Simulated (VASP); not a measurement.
# BN (I-4m2) in VASP: further runs, part 2 of 2

VASP 6.6.1. The steps go on from the part before.

### 3 Single point, PBE (strain +0.040 along x and y, -0.080 along z)

The input, INCAR:

```
SYSTEM = BN
ALGO = Normal ; EDIFF = 1E-7
ENCUT = 520 ; GGA = PE
ISIF = 2 ; ISMEAR = 0
LASPH = .TRUE. ; LCHARG = .FALSE.
LREAL = .FALSE. ; LWAVE = .FALSE.
NBANDS = 11 ; NELM = 100
PREC = Accurate ; SIGMA = 0.05
```

The input, KPOINTS:

```
k-points
0
G
  12 12 12
  0 0 0
```

The input, POSCAR:

```
BN
1.0
    0.0000000000      1.8855210400      1.6679609200
    1.8855210400      0.0000000000      1.6679609200
    1.8855210400      1.8855210400      0.0000000000
B N
1 1
Direct
    0.0000000000      0.0000000000      0.0000000000
    0.7500000000      0.7500000000      0.7500000000
```

Potentials or basis: VASP PAW PBE potentials, release 64 (B, N).

On the command line:

```
> cat potpaw_PBE.64/B/POTCAR potpaw_PBE.64/N/POTCAR > POTCAR
> mpirun -np 1 vasp_std > vasp.out
```

OUTCAR:

```text
SYSTEM = BN
   EDIFF = 1E-7
   ENCUT = 520
   GGA = PE
   ISIF = 2
   ISMEAR = 0
   LASPH = .TRUE.
   LREAL = .FALSE.
   NELM = 100
   PREC = Accurate

 ion  position               nearest neighbor table
   1  0.000  0.000  0.000-   2 1.57   2 1.57   2 1.57   2 1.57
   2  0.750  0.750  0.750-   1 1.57   1 1.57   1 1.57   1 1.57

  LATTYP: Found a body centered tetragonal cell.
 ALAT       =     2.6665294269
 C/A-ratio  =     1.2510350744

  Lattice vectors:

 A1 = (   0.0000000000,  -1.8855210400,  -1.6679609200)
 A2 = (   0.0000000000,   1.8855210400,  -1.6679609200)
 A3 = (   1.8855210400,   0.0000000000,   1.6679609200)

Analysis of symmetry for initial positions (statically):
=====================================================================
 Subroutine PRICEL returns:
 Original cell was already a primitive cell.

 Routine SETGRP: Setting up the symmetry group for a
 body centered tetragonal supercell.

 Subroutine GETGRP returns: Found  8 space group operations
 (whereof  8 operations were pure point group operations)
 out of a pool of 16 trial point group operations.

The static configuration has the point symmetry D_2d.

Analysis of symmetry for dynamics (positions and initial velocities):
=====================================================================
 Subroutine PRICEL returns:
 Original cell was already a primitive cell.

 Routine SETGRP: Setting up the symmetry group for a
 body centered tetragonal supercell.

 Subroutine GETGRP returns: Found  8 space group operations
 (whereof  8 operations were pure point group operations)
 out of a pool of 16 trial point group operations.

The dynamic configuration has the point symmetry D_2d.

 Subroutine INISYM returns: Found  8 space group operations
 (whereof  8 operations are pure point group operations),
 and found     1 'primitive' translations

----------------------------------------------------------------------------------------

                                     Primitive cell

  volume of cell :      11.8598
[... 112 lines left out ...]
  Thomas-Fermi vector in A             =   2.555014
   LORBIT       =      0    0 simple, 1 ext, 2 COOP (PROOUT), +10 PAW based schemes
   GGA     = PE    functional components
   LHFCALC =     F    Hartree Fock is set to
   AEXX    =    0.0000 exact exchange contribution
   IVDW    =     0    specifies the selected vdW correction
   LEPSILON=     F    determine dielectric tensor
   LRPA    =     F    only Hartree local field effects (RPA)
 non-spin polarized calculation
 Gauss-broadening in eV      SIGMA  =   0.05
  energy-cutoff  :      520.00
  volume of cell :       11.86
 maximum number of plane-waves:       330
   NGX =  9   NGY =  9   NGZ =  9

 number of electron       7.9999999 magnetization

 Free energy of the ion-electron system (eV)
  ---------------------------------------------------
  ext. energy  EPLUGINS =         0.00000000
  ---------------------------------------------------
  free energy    TOTEN  =       -17.24892745 eV

  energy without entropy =      -17.24892745  energy(sigma->0) =      -17.24892745

 E-fermi :   8.3197     XC(G=0): -12.8206

 val. band max:        8.0397055464   @ k =   0.0000   0.0000   0.0000
 cond. band min:      10.6007672124   @ k =   0.5000   0.5000   0.0000
 fundamental gap:      2.5610616660
 Fermi energy:         8.3196996276

 k-point     1 :       0.0000    0.0000    0.0000
  band No.  band energies     occupation
      1     -12.8005      2.00000
      2       7.0484      2.00000
      3       7.0484      2.00000
      4       8.0397      2.00000
      5      15.7390      0.00000
      6      16.6009      0.00000
      7      16.6009      0.00000
      8      17.5849      0.00000
      9      32.0896      0.00000
     10      32.1519      0.00000
     11      33.8065      0.00000
[... 309 lines left out ...]
 k-point    24 :      -0.4167    0.1667    0.0000
  band No.  band energies     occupation
      1      -8.2447      2.00000
      2      -2.3450      2.00000
      3       3.8901      2.00000
      4       4.3008      2.00000
      5      15.2058      0.00000
      6      19.2332      0.00000
      7      20.2715      0.00000
      8      22.8264      0.00000
      9      27.8934      0.00000
     10      32.6794      0.00000
     11      33.6503      0.00000

 [... further k-points ...]
[... 5 lines left out ...]
  --------------------------------------------------------------------------------------
  -------------------------------------------------------------------------------------
  Total       -1.4504032     -1.4504032      3.1884456      0.0000000      0.0000000      0.0000000
  in kB     -195.9389133   -195.9389133    430.7357976      0.0000000      0.0000000      0.0000000
  external PRESSURE =      12.9526570 kB  Pullay stress =       0.0000000 kB

 VOLUME and BASIS-vectors are now :
 -----------------------------------------------------------------------------
  energy-cutoff  :      520.00
  volume of cell :       11.86
      direct lattice vectors                 reciprocal lattice vectors
     0.000000000  1.885521040  1.667960920    -0.265178690  0.265178690  0.299767215
     1.885521040  0.000000000  1.667960920     0.265178690 -0.265178690  0.299767215
     1.885521040  1.885521040  0.000000000     0.265178690  0.265178690 -0.299767215

 POSITION                                       TOTAL-FORCE (eV/Angst)
 -----------------------------------------------------------------------------------
      0.00000      0.00000      0.00000        -0.000000     -0.000000     -0.000000
      2.82828      2.82828      2.50194         0.000000      0.000000      0.000000
 -----------------------------------------------------------------------------------
    total drift:                               -0.000000     -0.000000      0.000000

  FREE ENERGIE OF THE ION-ELECTRON SYSTEM (eV)
  ---------------------------------------------------
  free  energy   TOTEN  =       -17.2489274484 eV

  energy  without entropy=      -17.2489274484  energy(sigma->0) =      -17.24892745
```

Wall time 17 s (1 thread of Intel Xeon Platinum 8259CL at 2.50GHz (Skylake/Cascade Lake), shared host); peak memory 0.14 GiB.

What came out:

```
Free energy            : -17.2489 eV
Pressure               : 1.3 GPa
Band gap on the k mesh : 2.56 eV, indirect (least direct gap 7.70 eV)
```

Stress tensor (GPa, compression positive):
```
-19.59   0.00   0.00
  0.00 -19.59   0.00
  0.00   0.00  43.07
```

Levels at points of the mesh, in eV from the valence-band top:
| k point | band 2 | band 3 | band 4 | band 5 | band 6 | band 7 |
| --- | --- | --- | --- | --- | --- | --- |
| (0.00, 0.00, 0.00) | -0.99 | -0.99 | 0.00 | 7.70 | 8.56 | 8.56 |
| (0.50, 0.00, 0.00) | -11.28 | -3.42 | -1.77 | 7.88 | 9.33 | 12.09 |
| (0.50, 0.50, 0.00) | -8.30 | -6.56 | -6.56 | 2.56 | 6.63 | 17.26 |
| (0.50, 0.00, 0.50) | -10.12 | -4.91 | -4.86 | 4.60 | 9.62 | 15.76 |

Caveat: the cell differs from its parent crystal (strain +0.040 along x and y, -0.080 along z). A k mesh can miss the band edges.

### 4 Single point, PBE (strain +0.040 along x and y, -0.040 along z)

The input, INCAR:

```
  ALGO = Normal
  EDIFF = 1E-6
  ENCUT = 520
  GGA = PE
  ISIF = 2
  ISMEAR = 0
  LASPH = T
  LCHARG = F
  LREAL = F
  LWAVE = F
  NBANDS = 11
  NELM = 100
  PREC = Accurate
  SIGMA = 0.05
```

The input, KPOINTS:

```
k-points
0
Gamma
  12 12 12
```

The input, POSCAR:

```
BN
1.0
    0.0000000000      1.8855210400      1.7404809600
    1.8855210400      0.0000000000      1.7404809600
    1.8855210400      1.8855210400      0.0000000000
B N
1 1
Direct
    0.0000000000      0.0000000000      0.0000000000
    0.7500000000      0.7500000000      0.7500000000
```

On the command line:

```
> cat potpaw_PBE.64/B/POTCAR potpaw_PBE.64/N/POTCAR > POTCAR
> mpirun -np 1 vasp_std > vasp.out
```

Wall time 17 s (1 thread of Intel Xeon Platinum 8259CL at 2.50GHz (Skylake/Cascade Lake), shared host); peak memory 0.13 GiB.

The run converged. Its results:

| Property | Result |
| --- | --- |
| Free energy | -17.3420 eV |
| Pressure | -13.4 GPa |
| Band gap on the k mesh | 3.15 eV, indirect (least direct gap 7.83 eV) |

Stress tensor (GPa, compression positive):
```
-27.37   0.00   0.00
  0.00 -27.37   0.00
  0.00   0.00  14.67
```

Levels at points of the mesh, in eV from the valence-band top:
```
           k point  band 1  band 2  band 3  band 4  band 5  band 6  band 7  band 8
(0.00, 0.00, 0.00)  -20.16   -0.67   -0.67    0.00    7.83    8.39    8.39    9.11
(0.50, 0.00, 0.00)  -16.14  -10.70   -2.84   -1.76    8.27    9.58   11.17   14.37
(0.50, 0.50, 0.00)  -14.28   -8.29   -5.78   -5.78    3.15    7.29   16.84   16.84
(0.50, 0.00, 0.50)  -15.12   -9.43   -4.75   -4.72    4.44    9.17   15.94   16.98
```

Caveat: the cell differs from its parent crystal (strain +0.040 along x and y, -0.040 along z).

### 5 Single point, PBE (strain +0.080 along x and y, -0.080 along z)

The input, INCAR:

```
SYSTEM = BN
PREC     = Accurate       ! precision mode
ENCUT    = 520            ! plane-wave cutoff, eV
EDIFF    = 1E-7           ! SCF threshold, eV
ISMEAR   = 0              ! smearing method
SIGMA    = 0.05           ! smearing width, eV
LREAL    = .False.        ! projectors in reciprocal space
LASPH    = .True.         ! aspherical terms in the spheres
NELM     = 60             ! most SCF steps
ALGO     = Normal         ! electronic algorithm
ISIF     = 2              ! what is computed and relaxed
LWAVE    = .False.        ! write WAVECAR
LCHARG   = .False.        ! write CHGCAR
GGA      = PE             ! functional
NBANDS   = 11             ! bands
```

The input, KPOINTS:

```
regular mesh
0
Gamma
  12 12 12
  0 0 0
```

The input, POSCAR:

```
BN
1.0
    0.0000000000      1.9580410800      1.6679609200
    1.9580410800      0.0000000000      1.6679609200
    1.9580410800      1.9580410800      0.0000000000
B N
1 1
Direct
    0.0000000000      0.0000000000      0.0000000000
    0.7500000000      0.7500000000      0.7500000000
```

On the command line:

```
> cat potpaw_PBE.64/B/POTCAR potpaw_PBE.64/N/POTCAR > POTCAR
> mpirun -np 1 vasp_std > vasp.out
```

Run time: 19 s. Hardware: 1 thread of Intel Xeon Platinum 8259CL at 2.50GHz (Skylake/Cascade Lake), shared host; peak memory 0.14 GiB.

Results (log left out):

- Free energy: -17.0493 eV
- Pressure: -23.7 GPa
- Band gap on the k mesh: 2.20 eV, indirect (least direct gap 7.14 eV)

Stress tensor (GPa, compression positive):
```
-47.94   0.00   0.00
  0.00 -47.94   0.00
  0.00   0.00  24.85
```

Levels at points of the mesh, in eV from the valence-band top:
```
           k point  band 1  band 2  band 3  band 4  band 5  band 6  band 7  band 8  band 9
(0.00, 0.00, 0.00)  -20.12   -1.17   -1.17    0.00    7.14    8.15    8.23    8.23   22.36
(0.50, 0.00, 0.00)  -16.19  -10.70   -3.54   -1.62    6.60    8.68   11.61   13.79   21.39
(0.50, 0.50, 0.00)  -13.94   -7.62   -6.51   -6.51    2.20    5.59   16.00   16.00   20.51
(0.50, 0.00, 0.50)  -15.49   -9.89   -4.48   -4.43    4.58    9.37   14.14   15.79   17.30
```

Caveat: the cell differs from its parent crystal (strain +0.080 along x and y, -0.080 along z). A k mesh can miss the band edges.

### 6 Single point, PBE (strain +0.080 along x and y, -0.040 along z)

The input, INCAR:

```
SYSTEM = BN
  ALGO = Normal
  EDIFF = 1E-6
  ENCUT = 520
  GGA = PE
  ISIF = 2
  ISMEAR = 0
  LASPH = .True.
  LCHARG = .False.
  LREAL = .False.
  LWAVE = .False.
  NBANDS = 11
  NELM = 100
  PREC = Accurate
  SIGMA = 0.05
```

The input, KPOINTS:

```
k-points
0
Gamma
  12 12 12
  0 0 0
```

The input, POSCAR:

```
BN
1.0
    0.0000000000      1.9580410800      1.7404809600
    1.9580410800      0.0000000000      1.7404809600
    1.9580410800      1.9580410800      0.0000000000
B N
1 1
Direct
    0.0000000000      0.0000000000      0.0000000000
    0.7500000000      0.7500000000      0.7500000000
```

Potentials or basis: VASP PAW PBE potentials, release 64 (B, N).

On the command line:

```
> cat potpaw_PBE.64/B/POTCAR potpaw_PBE.64/N/POTCAR > POTCAR
> mpirun -np 1 vasp_std > vasp.out
```

OUTCAR:

```text
SYSTEM = BN
   EDIFF = 1E-6
   ENCUT = 520
   GGA = PE
   ISIF = 2
   ISMEAR = 0
   LASPH = .True.
   LREAL = .False.
   NELM = 100
   PREC = Accurate

 ion  position               nearest neighbor table
   1  0.000  0.000  0.000-   2 1.64   2 1.64   2 1.64   2 1.64
   2  0.750  0.750  0.750-   1 1.64   1 1.64   1 1.64   1 1.64

  LATTYP: Found a body centered tetragonal cell.
 ALAT       =     2.7690882510
 C/A-ratio  =     1.2570787221

  Lattice vectors:

 A1 = (   0.0000000000,  -1.9580410800,  -1.7404809600)
[... 514 lines left out ...]
      7      17.5442      0.00000
      8      19.9506      0.00000
      9      25.1763      0.00000
     10      29.7996      0.00000
     11      30.1046      0.00000

 [... further k-points ...]
[... 5 lines left out ...]
  --------------------------------------------------------------------------------------
  -------------------------------------------------------------------------------------
  Total       -4.3873803     -4.3873803      0.1681992      0.0000000      0.0000000      0.0000000
  in kB     -526.7117347   -526.7117347     20.1925666      0.0000000      0.0000000      0.0000000
  external PRESSURE =    -344.4103010 kB  Pullay stress =       0.0000000 kB

 VOLUME and BASIS-vectors are now :
 -----------------------------------------------------------------------------
  energy-cutoff  :      520.00
  volume of cell :       13.35
      direct lattice vectors                 reciprocal lattice vectors
     0.000000000  1.958041080  1.740480960    -0.255357257  0.255357257  0.287276915
     1.958041080  0.000000000  1.740480960     0.255357257 -0.255357257  0.287276915
     1.958041080  1.958041080  0.000000000     0.255357257  0.255357257 -0.287276915

 POSITION                                       TOTAL-FORCE (eV/Angst)
 -----------------------------------------------------------------------------------
      0.00000      0.00000      0.00000        -0.000000     -0.000000     -0.000000
      2.93706      2.93706      2.61072         0.000000      0.000000      0.000000
 -----------------------------------------------------------------------------------
    total drift:                                0.000000      0.000000      0.000001

  FREE ENERGIE OF THE ION-ELECTRON SYSTEM (eV)
  ---------------------------------------------------
  free  energy   TOTEN  =       -17.0962068081 eV

  energy  without entropy=      -17.0962068081  energy(sigma->0) =      -17.09620681
```

OSZICAR:

```text
N       E                     dE             d eps       ncg     rms          rms(c)
DAV:   1     0.957777561707E+01    0.95778E+01   -0.48878E+03  3701   0.715E+02
DAV:   2    -0.173605769874E+02   -0.26938E+02   -0.26030E+02  4430   0.157E+02
DAV:   3    -0.178991847580E+02   -0.53861E+00   -0.53782E+00  4192   0.191E+01
DAV:   4    -0.178999119946E+02   -0.72724E-03   -0.72722E-03  3820   0.800E-01
DAV:   5    -0.178999128300E+02   -0.83547E-06   -0.83548E-06  4129   0.262E-02    0.609E+00
DAV:   6    -0.171420140914E+02    0.75790E+00   -0.32862E+00  3742   0.975E+00    0.286E+00
DAV:   7    -0.171059861647E+02    0.36028E-01   -0.66968E-02  3874   0.227E+00    0.176E+00
DAV:   8    -0.170960971279E+02    0.98890E-02   -0.28948E-02  3916   0.120E+00    0.136E-01
DAV:   9    -0.170961024102E+02   -0.52823E-05   -0.13561E-03  3739   0.254E-01    0.709E-02
DAV:  10    -0.170962001885E+02   -0.97778E-04   -0.13596E-04  3811   0.100E-01    0.136E-02
DAV:  11    -0.170962067184E+02   -0.65299E-05   -0.12035E-05  4110   0.280E-02    0.102E-02
DAV:  12    -0.170962068081E+02   -0.89614E-07   -0.17928E-06  2183   0.912E-03
   1 F= -.17096207E+02 E0= -.17096207E+02  d E =-.164914E-24
```

stdout:

```text
POSCAR found type information on POSCAR B N
 POSCAR found :  2 types and       2 ions
 scaLAPACK will be used
 LDA part: xc-table for (Slater+PW92), standard interpolation
 POSCAR, INCAR and KPOINTS ok, starting setup
 FFT: planning ... GRIDC
 FFT: planning ... GRID_SOFT
 FFT: planning ... GRID
 WAVECAR not read
 entering main loop
```

It took 19 s on 1 thread of Intel Xeon Platinum 8259CL at 2.50GHz (Skylake/Cascade Lake), shared host; peak memory 0.14 GiB.

What came out:

| Quantity | Value |
| --- | --- |
| Free energy | -17.0962 eV |
| Pressure | -34.4 GPa |
| Band gap on the k mesh | 2.69 eV, indirect (least direct gap 7.22 eV) |

Caveat: the cell differs from its parent crystal (strain +0.080 along x and y, -0.040 along z). A k mesh can miss the band edges.

### 7 Single point, PBE (strain +0.080 along x and y, +0.000 along z)

The input, INCAR:

```
PREC = Accurate
ENCUT = 520
EDIFF = 1E-7
ISMEAR = 0
SIGMA = 0.05
LREAL = F
LASPH = T
NELM = 100
ALGO = Normal
ISIF = 2
LWAVE = F
LCHARG = F
GGA = PE
NBANDS = 11
```

The input, KPOINTS:

```
Automatic mesh
0
Gamma
  12 12 12
```

The input, POSCAR:

```
BN
1.0
    0.0000000000      1.9580410800      1.8130010000
    1.9580410800      0.0000000000      1.8130010000
    1.9580410800      1.9580410800      0.0000000000
B N
1 1
Direct
    0.0000000000      0.0000000000      0.0000000000
    0.7500000000      0.7500000000      0.7500000000
```

On the command line:

```
> cat potpaw_PBE.64/B/POTCAR potpaw_PBE.64/N/POTCAR > POTCAR
> mpirun -np 1 vasp_std > vasp.out
```

Wall time 22 s (1 thread of Intel Xeon Platinum 8259CL at 2.50GHz (Skylake/Cascade Lake), shared host); peak memory 0.14 GiB.

The run converged. Its results:

| Item | Value |
| --- | --- |
| Free energy | -17.0671 eV |
| Pressure | -43.2 GPa |
| Band gap on the k mesh | 3.19 eV, indirect (least direct gap 7.35 eV) |

Stress tensor (GPa, compression positive):
```
-55.35   0.00   0.00
  0.00 -55.35   0.00
  0.00   0.00 -18.98
```

Levels at points of the mesh, in eV from the valence-band top:
| k point | band 1 | band 2 | band 3 | band 4 | band 5 | band 6 | band 7 | band 8 |
| --- | --- | --- | --- | --- | --- | --- | --- | --- |
| (0.00, 0.00, 0.00) | -18.89 | -0.60 | -0.60 | 0.00 | 7.35 | 7.38 | 7.86 | 7.86 |
| (0.50, 0.00, 0.00) | -15.40 | -9.68 | -2.52 | -1.58 | 7.20 | 9.07 | 10.16 | 13.20 |
| (0.50, 0.50, 0.00) | -13.80 | -7.65 | -5.12 | -5.12 | 3.19 | 6.79 | 15.22 | 15.22 |
| (0.50, 0.00, 0.50) | -14.47 | -8.66 | -4.23 | -4.22 | 4.26 | 8.46 | 14.46 | 15.32 |

Caveat: the cell differs from its parent crystal (strain +0.080 along x and y, +0.000 along z).

### 8 Summary

| cell | gap on the mesh (eV) | pressure (GPa) |
| --- | --- | --- |
| a = 2.620, b = 2.620, c = 2.461 Å, angles 62.0, 62.0, 56.0°, 2 atoms | 3.39 | 1.6 |
| a = 2.517, b = 2.517, c = 2.667 Å, angles 58.0, 58.0, 64.0°, 2 atoms | 2.56 | 1.3 |
| a = 2.566, b = 2.566, c = 2.667 Å, angles 58.7, 58.7, 62.6°, 2 atoms | 3.15 | -13.4 |
| a = 2.572, b = 2.572, c = 2.769 Å, angles 57.4, 57.4, 65.1°, 2 atoms | 2.20 | -23.7 |
| a = 2.620, b = 2.620, c = 2.769 Å, angles 58.1, 58.1, 63.8°, 2 atoms | 2.69 | -34.4 |
| a = 2.669, b = 2.669, c = 2.769 Å, angles 58.7, 58.7, 62.5°, 2 atoms | 3.19 | -43.2 |

Alike in all rows: task single point; level PBE; potentials or basis VASP PAW PBE potentials, release 64 (B, N); no spin polarisation; k mesh 12 × 12 × 12; cutoff (eV) 520; smearing gaussian 0.05 eV.

Absolute energies hang on the potentials; compare differences alone.
